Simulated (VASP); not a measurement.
# Ba2TaS4 (P6/mmm) in VASP: further runs

The runs below take Ba2TaS4 through single point, with PBE.

Program: VASP 6.6.1. These are calculated values, not measurements. Logs are shortened: lines on timing, memory, paths and dates and some standing lists are left out, and cuts for length are marked.

## (1) The cell of the first run

The structure is hexagonal, space group P6/mmm (No. 191). The conventional cell has a = 5.191 Å, b = 5.191 Å, c = 12.466 Å, α = 90.00°, β = 90.00°, γ = 120.00°. Within 3.6 Å of Ba (site symmetry 6mm) lie 1 S at 2.74 Å and 1 Ta at 3.50 Å. Ta (site symmetry 6/mmm) has 6 S at 2.60 Å and 2 Ba at 3.50 Å within 3.5 Å. S (site symmetry mmm) has 2 Ta at 2.60 Å and 4 S at 2.60 Å within 3.4 Å. Within 3.6 Å of S (site symmetry 6/mmm) lie 2 Ba at 2.74 Å.

The cell was built from a structure type or drawn by symmetry, and may not be a known phase.

## (2) Single point, PBE

The input, INCAR:

```
  PREC = Accurate
  ENCUT = 520
  EDIFF = 1E-7
  ISMEAR = 0
  SIGMA = 0.1
  LREAL = F
  LASPH = T
  NELM = 80
  ALGO = Normal
  ISIF = 2
  LWAVE = F
  LCHARG = F
  GGA = PE
  NBANDS = 36
```

The input, KPOINTS:

```
Automatic mesh
0
Gamma
  12 12 4
```

The input, POSCAR:

```
Ba2TaS4
1.0
    5.1910468818      0.0000000000      0.0000000000
   -2.5955234409      4.4955784719      0.0000000000
    0.0000000000      0.0000000000     12.4657473685
Ba Ta S
2 1 4
Direct
    0.0000000000      0.0000000000      0.7805539241
    0.0000000000      0.0000000000      0.2194460759
    0.0000000000      0.0000000000      0.5000000000
    0.5000000000      0.0000000000      0.5000000000
    0.0000000000      0.5000000000      0.5000000000
    0.5000000000      0.5000000000      0.5000000000
    0.0000000000      0.0000000000      0.0000000000
```

Potentials or basis: VASP PAW PBE potentials, release 64 (Ba_sv, Ta_pv, S).

On the command line:

```sh
$ cat potpaw_PBE.64/Ba_sv/POTCAR potpaw_PBE.64/Ta_pv/POTCAR potpaw_PBE.64/S/POTCAR > POTCAR
$ mpirun -np 1 vasp_std > vasp.out
```

OUTCAR:

```text
PREC = Accurate
   ENCUT = 520
   EDIFF = 1E-7
   ISMEAR = 0
   LREAL = F
   LASPH = T
   NELM = 80
   ISIF = 2
   GGA = PE

 ion  position               nearest neighbor table
   1  0.000  0.000  0.781-   7 2.74   3 3.50
   2  0.000  0.000  0.219-   7 2.74   3 3.50
   3  0.000  0.000  0.500-   4 2.60   4 2.60   6 2.60   5 2.60   5 2.60   6 2.60   1 3.50   2 3.50

   4  0.500  0.000  0.500-   3 2.60   3 2.60   6 2.60   6 2.60   5 2.60   5 2.60
   5  0.000  0.500  0.500-   6 2.60   6 2.60   3 2.60   3 2.60   4 2.60   4 2.60
   6  0.500  0.500  0.500-   5 2.60   5 2.60   3 2.60   4 2.60   4 2.60   3 2.60
   7  0.000  0.000  0.000-   1 2.74   2 2.74

  LATTYP: Found a hexagonal cell.
 ALAT       =     5.1910468818
 C/A-ratio  =     2.4013937174

  Lattice vectors:

 A1 = (   5.1910468818,   0.0000000000,   0.0000000000)
 A2 = (  -2.5955234409,   4.4955784719,   0.0000000000)
 A3 = (   0.0000000000,   0.0000000000,  12.4657473685)

Analysis of symmetry for initial positions (statically):
=====================================================================
 Subroutine PRICEL returns:
 Original cell was already a primitive cell.

 Routine SETGRP: Setting up the symmetry group for a
 hexagonal supercell.

 Subroutine GETGRP returns: Found 24 space group operations
 (whereof 24 operations were pure point group operations)
 out of a pool of 24 trial point group operations.

The static configuration has the point symmetry D_6h.

Analysis of symmetry for dynamics (positions and initial velocities):
=====================================================================
 Subroutine PRICEL returns:
 Original cell was already a primitive cell.

 Routine SETGRP: Setting up the symmetry group for a
 hexagonal supercell.

 Subroutine GETGRP returns: Found 24 space group operations
 (whereof 24 operations were pure point group operations)
 out of a pool of 24 trial point group operations.

The dynamic configuration has the point symmetry D_6h.

 Subroutine INISYM returns: Found 24 space group operations
 (whereof 24 operations are pure point group operations),
 and found     1 'primitive' translations

----------------------------------------------------------------------------------------

                                     Primitive cell

  volume of cell :     290.9101

  direct lattice vectors                    reciprocal lattice vectors
     5.191046882  0.000000000  0.000000000     0.192639370  0.111220392  0.000000000
    -2.595523441  4.495578472  0.000000000     0.000000000  0.222440784  0.000000000
     0.000000000  0.000000000 12.465747369     0.000000000  0.000000000  0.080219819

  length of vectors
     5.191046882  5.191046882 12.465747369     0.222440784  0.222440784  0.080219819

  position of ions in fractional coordinates (direct lattice)
     0.000000000  0.000000000  0.780553924
     0.000000000  0.000000000  0.219446076
     0.000000000  0.000000000  0.500000000
     0.500000000  0.000000000  0.500000000
     0.000000000  0.500000000  0.500000000
     0.500000000  0.500000000  0.500000000
     0.000000000  0.000000000  0.000000000

  ion indices of the primitive-cell ions
   primitive index   ion index
                 1           1
                 2           2
                 3           3
                 4           4
                 5           5
                 6           6
                 7           7

----------------------------------------------------------------------------------------

 KPOINTS: Automatic mesh

Automatic generation of k-mesh.
 Grid dimensions read from file:
 generate k-points for:   12   12    4

 Generating k-lattice:

  Cartesian coordinates                     Fractional coordinates (reciprocal lattice)
     0.016053281  0.009268366  0.000000000     0.083333333  0.000000000  0.000000000
     0.000000000  0.018536732  0.000000000     0.000000000  0.083333333  0.000000000
     0.000000000  0.000000000  0.020054955     0.000000000  0.000000000  0.250000000

  Length of vectors
     0.018536732  0.018536732  0.020054955

  Shift w.r.t. Gamma in fractional coordinates (k-lattice)
     0.000000000  0.000000000  0.000000000

 Subroutine IBZKPT returns following result:
 ===========================================

 Found     57 irreducible k-points:

 Following reciprocal coordinates:
            Coordinates               Weight
  0.000000  0.000000  0.000000      1.000000
  0.083333 -0.000000  0.000000      6.000000
  0.166667 -0.000000  0.000000      6.000000
  0.250000 -0.000000  0.000000      6.000000
  0.333333 -0.000000  0.000000      6.000000
  0.416667 -0.000000  0.000000      6.000000
[... 16 lines left out ...]
  0.250000 -0.000000  0.250000     12.000000
  0.333333 -0.000000  0.250000     12.000000
 [... further k-points ...]
   k-points           NKPTS =     57   k-points in BZ     NKDIM =     57   number of bands    NBANDS=     36
   number of dos      NEDOS =    301   number of ions     NIONS =      7
   total plane-waves  NPLWV = 153600
   dimension x,y,z NGX =    40 NGY =   40 NGZ =   96
   dimension x,y,z NGXF=    80 NGYF=   80 NGZF=  192
   ions per type =               2   1   4
   NGX,Y,Z   is equivalent  to a cutoff of  12.81, 12.81, 12.80 a.u.
   NGXF,Y,Z  is equivalent  to a cutoff of  25.62, 25.62, 25.61 a.u.
 SYSTEM =  unknown system
   PREC   = accura    normal or accurate (medium, high low for compatibility)
   ISTART =      0    job   : 0-new  1-cont  2-samecut
   ICHARG =      2    charge: 1-file 2-atom 10-const
   ISPIN  =      1    spin polarized calculation?
   LNONCOLLINEAR =      F non collinear calculations
   LSORBIT =      F    spin-orbit coupling
   LASPH  =      T    aspherical Exc in radial PAW
   ENCUT  =  520.0 eV  38.22 Ry    6.18 a.u.   9.65  9.65 23.18*2*pi/ulx,y,z
   NELM   =     80;   NELMIN=  2; NELMDL= -5     # of ELM steps
   EDIFF  = 0.1E-06   stopping-criterion for ELM
   LREAL  =      F    real-space projection
   EDIFFG = 0.1E-05   stopping-criterion for IOM
   NSW    =      0    number of steps for IOM
   IBRION =     -1    ionic relax: 0-MD 1-quasi-New 2-CG
   NFREE  =      0    steps in history (QN), initial steepest desc. (CG)
   ISIF   =      2    stress and relaxation
   ISYM   =      2    0-nonsym 1-usesym 2-fastsym
   POTIM  = 0.5000    time-step for ionic-motion
   TEBEG  =    0.0;   TEEND  =   0.0 temperature during run
   PSTRESS=    0.0 pullay stress
   NELECT =      55.0000    total number of electrons
   NUPDOWN=      -1.0000    fix difference up-down
   EMIN   =  10.00;   EMAX   =-10.00  energy-range for DOS
   EFERMI =   0.00;   METHOD = LEGACY
   ISMEAR =     0;   SIGMA  =   0.10  broadening in eV -4-tet -1-fermi 0-gaus
   EFERMI_NEDOS =   21; number of points for ismear=-14 and -15
   IALGO  =     38    algorithm
   IMIX   =      4    mixing-type and parameters
     AMIX     =   0.40;   BMIX     =  1.00
     AMIX_MAG =   1.60;   BMIX_MAG =  1.00
  volume/ion in A,a.u.               =      41.56       280.45
  Fermi-wavevector in a.u.,A,eV,Ry     =   0.939599  1.775586 12.011866  0.882847
  Thomas-Fermi vector in A             =   2.066928
   LORBIT       =      0    0 simple, 1 ext, 2 COOP (PROOUT), +10 PAW based schemes
   GGA     = PE    functional components
   LHFCALC =     F    Hartree Fock is set to
   AEXX    =    0.0000 exact exchange contribution
   IVDW    =     0    specifies the selected vdW correction
   LEPSILON=     F    determine dielectric tensor
   LRPA    =     F    only Hartree local field effects (RPA)
 non-spin polarized calculation
 Gauss-broadening in eV      SIGMA  =   0.10
  energy-cutoff  :      520.00
  volume of cell :      290.91
 maximum number of plane-waves:      7876
 NGX is ok and might be reduce to    40
   NGX = 19   NGY = 19   NGZ = 47

 number of electron      55.0000001 magnetization

 Free energy of the ion-electron system (eV)
  ---------------------------------------------------
  ext. energy  EPLUGINS =         0.00000000
  ---------------------------------------------------
  free energy    TOTEN  =       -32.43452724 eV

  energy without entropy =      -32.41062962  energy(sigma->0) =      -32.42257843

 E-fermi :   1.9639     XC(G=0):  -7.1727

 val. band max:        1.9349329749   @ k =   0.2500  -0.0000   0.0000
 cond. band min:       1.9644653797   @ k =   0.3333   0.2500   0.5000
 fundamental gap:      0.0295324049
 Fermi energy:         1.9638749285

 k-point     1 :       0.0000    0.0000    0.0000
  band No.  band energies     occupation
      1     -33.8926      2.00000
      2     -33.8926      2.00000
      3     -33.3016      2.00000
      4     -26.9800      2.00000
      5     -26.9772      2.00000
      6     -14.4209      2.00000
[... 28 lines left out ...]
     35       3.7629      0.00000
     36       3.9384      0.00000

 k-point     2 :       0.0833   -0.0000    0.0000
  band No.  band energies     occupation
      1     -33.8930      2.00000
      2     -33.8927      2.00000
      3     -33.3016      2.00000
      4     -26.9798      2.00000
      5     -26.9770      2.00000
      6     -14.3750      2.00000
[... 28 lines left out ...]
     35       3.8260      0.00000
     36       3.8662      0.00000

 k-point     3 :       0.1667   -0.0000    0.0000
  band No.  band energies     occupation
      1     -33.8939      2.00000
      2     -33.8930      2.00000
      3     -33.3016      2.00000
      4     -26.9792      2.00000
      5     -26.9764      2.00000
      6     -14.2392      2.00000
[... 28 lines left out ...]
     35       3.7040      0.00000
     36       4.0157      0.00000
[... 742 lines left out ...]
 k-point    23 :       0.2500   -0.0000    0.2500
  band No.  band energies     occupation
      1     -33.8952      2.00000
      2     -33.8934      2.00000
      3     -33.3015      2.00000
      4     -26.9781      2.00000
      5     -26.9759      2.00000
      6     -14.0200      2.00000
[... 28 lines left out ...]
     35       3.8330      0.00000
     36       4.0759      0.00000

 k-point    24 :       0.3333   -0.0000    0.2500
  band No.  band energies     occupation
      1     -33.8964      2.00000
      2     -33.8937      2.00000
      3     -33.3015      2.00000
      4     -26.9773      2.00000
      5     -26.9751      2.00000
      6     -13.7314      2.00000
[... 28 lines left out ...]
     35       3.5967      0.00000
     36       4.0104      0.00000

 [... further k-points ...]

------------------------ aborting loop because EDIFF is reached ----------------------------------------

  FORCE on cell =-STRESS in cart. coord.  units (eV):
  Direction    XX          YY          ZZ          XY          YZ          ZX
  --------------------------------------------------------------------------------------
  -------------------------------------------------------------------------------------
  Total       -0.0943368     -0.0943368      1.6496827      0.0000000      0.0000000      0.0000000
  in kB       -0.5195568     -0.5195568      9.0855696      0.0000000      0.0000000      0.0000000
  external PRESSURE =       2.6821520 kB  Pullay stress =       0.0000000 kB

 VOLUME and BASIS-vectors are now :
 -----------------------------------------------------------------------------
  energy-cutoff  :      520.00
  volume of cell :      290.91
      direct lattice vectors                 reciprocal lattice vectors
     5.191046882  0.000000000  0.000000000     0.192639370  0.111220392  0.000000000
    -2.595523441  4.495578472  0.000000000     0.000000000  0.222440784  0.000000000
     0.000000000  0.000000000 12.465747369     0.000000000  0.000000000  0.080219819

 POSITION                                       TOTAL-FORCE (eV/Angst)
 -----------------------------------------------------------------------------------
      0.00000      0.00000      9.73019         0.000000     -0.000000     -0.179706
      0.00000      0.00000      2.73556        -0.000000      0.000000      0.179706
      0.00000      0.00000      6.23287        -0.000000      0.000000      0.000000
      2.59552      0.00000      6.23287        -0.000000      0.000000      0.000000
     -1.29776      2.24779      6.23287        -0.000000      0.000000      0.000000
      1.29776      2.24779      6.23287        -0.000000      0.000000      0.000000
      0.00000      0.00000      0.00000        -0.000000      0.000000      0.000000
 -----------------------------------------------------------------------------------
    total drift:                                0.000000      0.000000     -0.000000

  FREE ENERGIE OF THE ION-ELECTRON SYSTEM (eV)
  ---------------------------------------------------
  free  energy   TOTEN  =       -32.4345272409 eV

  energy  without entropy=      -32.4106296173  energy(sigma->0) =      -32.42257843
```

Run time: 8.3 min. Hardware: 1 thread of Intel Xeon 6975P-C (Granite Rapids), shared host; peak memory 0.75 GiB.

What came out:

| Property | Result |
| --- | --- |
| Free energy | -32.4345 eV |
| Pressure | 0.3 GPa |
| Largest force | 0.180 eV/Å |
| Band gap on the k mesh | zero (an odd number of electrons rules out a gap without spin polarisation) |

Forces in eV/Å, atoms in the order of the input:
```
Ba   0.000  0.000 -0.180
Ba   0.000  0.000  0.180
Ta   0.000  0.000  0.000
S    0.000  0.000  0.000
S    0.000  0.000  0.000
S    0.000  0.000  0.000
S    0.000  0.000  0.000
```

Caveat: spin-orbit coupling is left out, which moves the levels of the heavy elements.

## (3) Single point, PBE, collinear spin

This run uses another cell than the first one, of 30.43 Å³/atom.

The input, INCAR:

```
PREC = Accurate
ENCUT = 520
EDIFF = 1E-7
ISMEAR = 0
SIGMA = 0.1
LREAL = False
LASPH = True
NELM = 150
ALGO = Normal
ISIF = 2
LWAVE = False
LCHARG = False
ISPIN = 2
MAGMOM = 0 0 1 0 0 0 0
LORBIT = 11
LMAXMIX = 4
GGA = PE
NBANDS = 40
```

The input, KPOINTS:

```
regular mesh
0
Gamma
  6 6 2
```

The input, POSCAR:

```
Ba2TaS4
1.0
    5.2984484700      0.0000000000      0.0000000000
   -2.6492242300      4.5885909700      0.0000000000
    0.0000000000      0.0000000000      8.7619060400
Ba Ta S
2 1 4
Direct
    0.0000000000      0.0000000000      0.7790749100
    0.0000000000      0.0000000000      0.2209250900
    0.0000000000      0.0000000000      0.5000000000
    0.5000000000      0.0000000000      0.5000000000
    0.0000000000      0.5000000000      0.5000000000
    0.5000000000      0.5000000000      0.5000000000
    0.0000000000      0.0000000000      0.0000000000
```

Potentials or basis: VASP PAW PBE potentials, release 64 (Ba_sv, Ta_pv, S).

On the command line:

```sh
$ cat potpaw_PBE.64/Ba_sv/POTCAR potpaw_PBE.64/Ta_pv/POTCAR potpaw_PBE.64/S/POTCAR > POTCAR
$ mpirun -np 1 vasp_std > vasp.out
```

It took 5.1 min on 1 thread of Intel Xeon Platinum 8375C at 2.90GHz (Ice Lake), shared host; peak memory 0.51 GiB.

It converged, with:

```
Free energy                                           : -16.8752 eV
Pressure                                              : 31.7 GPa
Largest force                                         : 20.645 eV/Å
Net moment                                            : 0.00 μB per cell
Valence electrons inside the program's atomic spheres : Ba 9.27; Ta 9.14; S 3.63, 4.30 (each value once)
```

Forces on the atoms (eV/Å):
```
Ba    0.000   0.000 -20.645
Ba    0.000   0.000  20.645
Ta    0.000   0.000   0.000
S     0.000   0.000   0.000
S     0.000   0.000   0.000
S     0.000   0.000   0.000
S     0.000   0.000   0.000
```

Stress tensor (GPa, compression positive):
```
-0.07  0.00  0.00
 0.00 -0.07  0.00
 0.00  0.00 95.39
```

Levels at points of the mesh, in eV from the Fermi level:
Spin up:
| k point | band 24 | band 25 | band 26 | band 27 | band 28 | band 29 | band 30 | band 31 |
| --- | --- | --- | --- | --- | --- | --- | --- | --- |
| (0.00, 0.00, 0.00) | -1.93 | -1.93 | -1.26 | -0.39 | 0.06 | 0.29 | 0.59 | 0.59 |
| (0.50, 0.00, 0.00) | -3.06 | -2.70 | -0.34 | -0.21 | -0.19 | 0.04 | 0.78 | 1.34 |
| (0.00, 0.00, 0.50) | -2.18 | -0.81 | -0.81 | -0.62 | 0.06 | 0.29 | 0.61 | 0.61 |
| (0.50, 0.00, 0.50) | -2.71 | -2.68 | -2.43 | 0.27 | 0.61 | 0.71 | 0.74 | 1.34 |
Spin down:
| k point | band 24 | band 25 | band 26 | band 27 | band 28 | band 29 | band 30 | band 31 |
| --- | --- | --- | --- | --- | --- | --- | --- | --- |
| (0.00, 0.00, 0.00) | -1.93 | -1.93 | -1.26 | -0.39 | 0.06 | 0.29 | 0.59 | 0.59 |
| (0.50, 0.00, 0.00) | -3.06 | -2.70 | -0.34 | -0.21 | -0.19 | 0.04 | 0.78 | 1.34 |
| (0.00, 0.00, 0.50) | -2.18 | -0.81 | -0.81 | -0.62 | 0.06 | 0.29 | 0.61 | 0.61 |
| (0.50, 0.00, 0.50) | -2.71 | -2.68 | -2.43 | 0.27 | 0.61 | 0.71 | 0.74 | 1.34 |

Caveat: the cell stands under pressure; spin-orbit coupling is left out, which moves the levels of the heavy elements; forces of over 1 eV/Å act on the atoms, so gaps and moduli don't describe the material at rest.
